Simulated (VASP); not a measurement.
# KBr (Fm-3m) in VASP: notebook, part 3 of 4

VASP 6.6.1. The steps go on from the part before.

## 5. Single point, r2SCAN

This run uses another cell than the first one, of 44.51 Å³/atom.

Contents of POSCAR:

```
KBr
1.0
    3.5440003794      3.5440003794      0.0000000000
   -3.5440003794      3.5440003794      0.0000000000
    0.0000000000      3.5440003794      3.5440003794
K Br
1 1
Direct
    0.0000000000      0.0000000000      0.0000000000
    0.5000000000      0.5000000000      0.0000000000
```

Contents of INCAR.step1:

```
SYSTEM = KBr
ALGO = Normal
EDIFF = 1E-4
ENCUT = 520
GGA = PE
ISMEAR = 0
LASPH = .TRUE.
LCHARG = .FALSE.
LREAL = .FALSE.
LWAVE = .TRUE.
NBANDS = 15
NELM = 80
PREC = Accurate
SIGMA = 0.01
```

Contents of INCAR.step2:

```
SYSTEM = KBr
ALGO = Normal
EDIFF = 1E-6
ENCUT = 520
ISIF = 2
ISMEAR = 0
ISTART = 1
LASPH = .TRUE.
LCHARG = .TRUE.
LELF = .TRUE.
LMIXTAU = .TRUE.
LREAL = .FALSE.
LVHAR = .TRUE.
LWAVE = .FALSE.
METAGGA = R2SCAN
NBANDS = 15
NELM = 80
PREC = Accurate
SIGMA = 0.01
```

Contents of KPOINTS:

```
k-points
0
G
  6 6 6
  0 0 0
```

Potentials or basis: VASP PAW PBE potentials, release 64 (K_sv, Br).

Launch:

```bash
$ cat potpaw_PBE.64/K_sv/POTCAR potpaw_PBE.64/Br/POTCAR > POTCAR
$ cp INCAR.step1 INCAR
$ mpirun -np 1 vasp_std > vasp.out
$ cp INCAR.step2 INCAR
$ mpirun -np 1 vasp_std > vasp.out
```

OUTCAR:

```text
SYSTEM = KBr
   EDIFF = 1E-6
   ENCUT = 520
   ISIF = 2
   ISMEAR = 0
   ISTART = 1
   LASPH = .TRUE.
   LREAL = .FALSE.
   METAGGA = R2SCAN
   NELM = 80
   PREC = Accurate

 ion  position               nearest neighbor table
   1  0.000  0.000  0.000-
   2  0.500  0.500  0.000-

  LATTYP: Found a face centered cubic cell.
 ALAT       =     7.0880007588

  Lattice vectors:

 A1 = (   0.0000000000,   3.5440003794,   3.5440003794)
 A2 = (   3.5440003794,   0.0000000000,   3.5440003794)
 A3 = (   3.5440003794,   3.5440003794,   0.0000000000)

Analysis of symmetry for initial positions (statically):
=====================================================================
 Subroutine PRICEL returns:
 Original cell was already a primitive cell.

 Routine SETGRP: Setting up the symmetry group for a
 face centered cubic supercell.

 Subroutine GETGRP returns: Found 48 space group operations
 (whereof 48 operations were pure point group operations)
 out of a pool of 48 trial point group operations.

The static configuration has the point symmetry O_h .

Analysis of symmetry for dynamics (positions and initial velocities):
=====================================================================
 Subroutine PRICEL returns:
 Original cell was already a primitive cell.

 Routine SETGRP: Setting up the symmetry group for a
 face centered cubic supercell.

 Subroutine GETGRP returns: Found 48 space group operations
 (whereof 48 operations were pure point group operations)
 out of a pool of 48 trial point group operations.

The dynamic configuration has the point symmetry O_h .

 Subroutine INISYM returns: Found 48 space group operations
 (whereof 48 operations are pure point group operations),
 and found     1 'primitive' translations

----------------------------------------------------------------------------------------

                                     Primitive cell
[... 110 lines left out ...]
   IVDW    =     0    specifies the selected vdW correction
   LEPSILON=     F    determine dielectric tensor
   LRPA    =     F    only Hartree local field effects (RPA)
 non-spin polarized calculation
 Gauss-broadening in eV      SIGMA  =   0.01
  energy-cutoff  :      520.00
  volume of cell :       89.02
 maximum number of plane-waves:      2424
 NGX is ok and might be reduce to    40
   NGX = 19   NGY = 19   NGZ = 19

 number of electron      16.0000000 magnetization

 Free energy of the ion-electron system (eV)
  ---------------------------------------------------
  ext. energy  EPLUGINS =         0.00000000
  ---------------------------------------------------
  free energy    TOTEN  =       -23.12106055 eV

  energy without entropy =      -23.12106055  energy(sigma->0) =      -23.12106055

 E-fermi :  -2.7738     XC(G=0):  -6.8545

 val. band max:       -2.8517520690   @ k =   0.0000   0.0000   0.0000
 cond. band min:       1.6979325442   @ k =   0.0000   0.0000   0.0000
 fundamental gap:      4.5496846132
 Fermi energy:        -2.7738270255

 k-point     1 :       0.0000    0.0000    0.0000
  band No.  band energies     occupation
      1     -32.2576      2.00000
      2     -15.3644      2.00000
      3     -14.9464      2.00000
      4     -14.9464      2.00000
      5     -14.9464      2.00000
      6      -2.8518      2.00000
      7      -2.8518      2.00000
      8      -2.8518      2.00000
      9       1.6979      0.00000
     10       5.2846      0.00000
     11       5.2846      0.00000
     12       5.2846      0.00000
     13       6.1372      0.00000
     14       6.1372      0.00000
[... 257 lines left out ...]
      2     -15.3757      2.00000
      3     -14.9756      2.00000
      4     -14.9654      2.00000
      5     -14.8852      2.00000
      6      -3.3724      2.00000
      7      -3.1784      2.00000
      8      -3.1643      2.00000
      9       4.2007      0.00000
     10       5.0547      0.00000
     11       5.4124      0.00000
     12       6.4043      0.00000
     13       7.4023      0.00000
     14       8.0125      0.00000
     15       8.2411      0.00000

------------------------ aborting loop because EDIFF is reached ----------------------------------------

  FORCE on cell =-STRESS in cart. coord.  units (eV):
  Direction    XX          YY          ZZ          XY          YZ          ZX
  --------------------------------------------------------------------------------------
  -------------------------------------------------------------------------------------
  Total       -1.1155694     -1.1155694     -1.1155694      0.0000000      0.0000000     -0.0000000
  in kB      -20.0768654    -20.0768654    -20.0768654      0.0000000      0.0000000     -0.0000000
  external PRESSURE =     -20.0768654 kB  Pullay stress =       0.0000000 kB

 VOLUME and BASIS-vectors are now :
 -----------------------------------------------------------------------------
  energy-cutoff  :      520.00
  volume of cell :       89.02
      direct lattice vectors                 reciprocal lattice vectors
     3.544000379  3.544000379  0.000000000     0.141083506  0.141083506 -0.141083506
    -3.544000379  3.544000379  0.000000000    -0.141083506  0.141083506 -0.141083506
     0.000000000  3.544000379  3.544000379     0.000000000  0.000000000  0.282167013

 POSITION                                       TOTAL-FORCE (eV/Angst)
 -----------------------------------------------------------------------------------
      0.00000      0.00000      0.00000        -0.000000      0.000000      0.000000
      0.00000      3.54400      0.00000         0.000000     -0.000000      0.000000
 -----------------------------------------------------------------------------------
    total drift:                                0.000000     -0.000000     -0.000000

  FREE ENERGIE OF THE ION-ELECTRON SYSTEM (eV)
  ---------------------------------------------------
  free  energy   TOTEN  =       -23.1210605454 eV

  energy  without entropy=      -23.1210605454  energy(sigma->0) =      -23.12106055
```

OSZICAR.step1:

```text
N       E                     dE             d eps       ncg     rms          rms(c)
DAV:   1     0.949576896549E+02    0.94958E+02   -0.65675E+03   480   0.916E+02
DAV:   2     0.656756181528E+00   -0.94301E+02   -0.88140E+02   613   0.213E+02
DAV:   3    -0.605977384081E+01   -0.67165E+01   -0.66847E+01   641   0.510E+01
DAV:   4    -0.639127077573E+01   -0.33150E+00   -0.33144E+00   760   0.936E+00
DAV:   5    -0.639335301987E+01   -0.20822E-02   -0.20822E-02   669   0.818E-01    0.240E+00
DAV:   6    -0.615906669506E+01    0.23429E+00   -0.28366E-01   627   0.231E+00    0.165E+00
DAV:   7    -0.613771688700E+01    0.21350E-01   -0.12979E-01   662   0.179E+00    0.865E-01
DAV:   8    -0.614966388873E+01   -0.11947E-01   -0.17187E-02   627   0.879E-01    0.140E-01
DAV:   9    -0.615044346226E+01   -0.77957E-03   -0.13463E-03   676   0.231E-01    0.903E-02
DAV:  10    -0.615087777269E+01   -0.43431E-03   -0.50957E-04   528   0.142E-01    0.229E-02
DAV:  11    -0.615088265974E+01   -0.48871E-05   -0.25223E-05   499   0.281E-02
   1 F= -.61508827E+01 E0= -.61508827E+01  d E =-.109810E-26
```

Wall time 62 s (1 thread of AMD EPYC 9R45 (Zen 5), shared host); peak memory 0.23 GiB.

Results:

```yaml
Free_energy: -23.1211 eV
Pressure: -2.0 GPa
Band_gap_on_the_k_mesh: 4.55 eV
```

Levels at points of the mesh, in eV from the valence-band top:
```tsv
k point	band 4	band 5	band 6	band 7	band 8	band 9	band 10	band 11	band 12	band 13
(0.00, 0.00, 0.00)	-12.09	-12.09	0.00	0.00	0.00	4.55	8.14	8.14	8.14	8.99
(0.50, 0.00, 0.00)	-12.10	-11.90	-0.80	-0.19	-0.19	6.66	8.03	9.93	9.93	10.13
(0.50, 0.50, 0.00)	-12.11	-12.11	-0.61	-0.21	-0.21	6.51	7.27	8.97	9.79	9.81
```

Caveat: the PAW data sets were made with another functional, which shifts forces and pressure a little.

[end of part 3 of 4]
